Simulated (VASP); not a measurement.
## Zn: single point with PBE

Zn:

```xyz
1
Lattice="0.0000 1.9648 1.9648 1.9648 0.0000 1.9648 1.9648 1.9648 0.0000" Properties=species:S:1:pos:R:3 pbc="T T T"
Zn    0.0000    0.0000    0.0000
```

```yaml
Program: VASP 6.6.1
Task: single point
Functional: PBE
Potentials_or_basis: VASP PAW PBE potentials, release 64 (Zn)
Cutoff: 520 eV
k_mesh: 12 × 12 × 12
Occupations: gaussian, width 0.022 eV
Spin: no spin polarisation
Dipole_correction: no
Further_INCAR_settings: ALGO = Normal; EDIFF = 1e-07; NBANDS = 12
```

```json
{
  "Pressure": "0.2 GPa",
  "Band gap on the k mesh": "zero (band 6 reaches 5.33 eV, above the bottom of band 7 at 1.70 eV)"
}
```

Levels at points of the mesh, in eV from the Fermi level:
```
           k point  band 2  band 3  band 4  band 5  band 6  band 7  band 8  band 9  band 10  band 11
(0.00, 0.00, 0.00)   -7.60   -7.60   -7.60   -7.22   -7.22   18.29   18.29   18.29    18.91    21.07
(0.50, 0.00, 0.00)   -7.61   -7.61   -6.94   -6.94   -2.88   -1.36   15.27   15.27    17.46    18.97
(0.50, 0.50, 0.00)   -8.21   -6.95   -6.87   -6.87   -0.97    1.75    8.45    8.45    12.10    13.26
```

Wall time 16 s on 1 thread of Intel Xeon 8259CL, on a shared host, peak memory 0.14 GiB.
